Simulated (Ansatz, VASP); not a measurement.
Two plane-wave programs on InP

```xyz
2
Lattice="0.0000 3.3830 2.1990 3.3830 0.0000 2.1990 3.3830 3.3830 0.0000" Properties=species:S:1:pos:R:3 pbc="T T T"
In    0.0000    0.0000    0.0000
P     5.0745    5.0745    3.2984
```

Alike in both runs: task single point; functional PBE; k mesh 10 × 10 × 10; occupations gaussian, width 0.05 eV; no spin polarisation.

|  | VASP | Ansatz |
| --- | --- | --- |
| version | VASP 6.6.1 | Ansatz 0.2.0 |
| potentials or method | VASP PAW PBE potentials, release 64 (In_d, P), cutoff 520 eV | scalar-relativistic, plane waves, PAW |
| valence electrons in the cell | 18 | 18 |

|  | VASP | Ansatz | Ansatz less VASP |
| --- | --- | --- | --- |
| gap on the k mesh at the Fermi level (eV) | none | none | - |
| pressure (GPa) | -1.3 | -1.3 | +0.04 |
| traceless stress, the component that is largest in VASP (GPa) | 4.87 | 4.87 | -0.002 |

A gap of «none» marks a metal or a gap that the smearing closes. With one functional, cell and mesh, what is left measures potentials, basis and numerics.
